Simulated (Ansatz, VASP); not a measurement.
## Two plane-wave programs on BP

```
B P
1.0
     0.00000    2.34758    2.34758
     2.34758    0.00000    2.34758
     2.34758    2.34758    0.00000
B P
1 1
Direct
  0.50000 0.50000 0.50000
  0.75000 0.75000 0.75000
```

Alike in both runs: task single point; functional PBE; k mesh 10 × 10 × 10; occupations gaussian, width 0.02 eV; no spin polarisation.

|  | VASP | Ansatz |
| --- | --- | --- |
| version | VASP 6.6.1 | Ansatz 0.2.0 |
| potentials or method | VASP PAW PBE potentials, release 64 (B, P), cutoff 520 eV | scalar-relativistic, plane waves, PAW |
| valence electrons in the cell | 8 | 8 |

```csv
,VASP,Ansatz,Ansatz less VASP
gap on the k mesh at the Fermi level (eV),1.37,1.38,+0.003
least direct gap on the mesh (eV),3.27,3.27,+0.002
pressure (GPa),-13.0,-12.8,+0.16
```

The functional is the same, so the differences come from potentials, cutoffs and numerics.
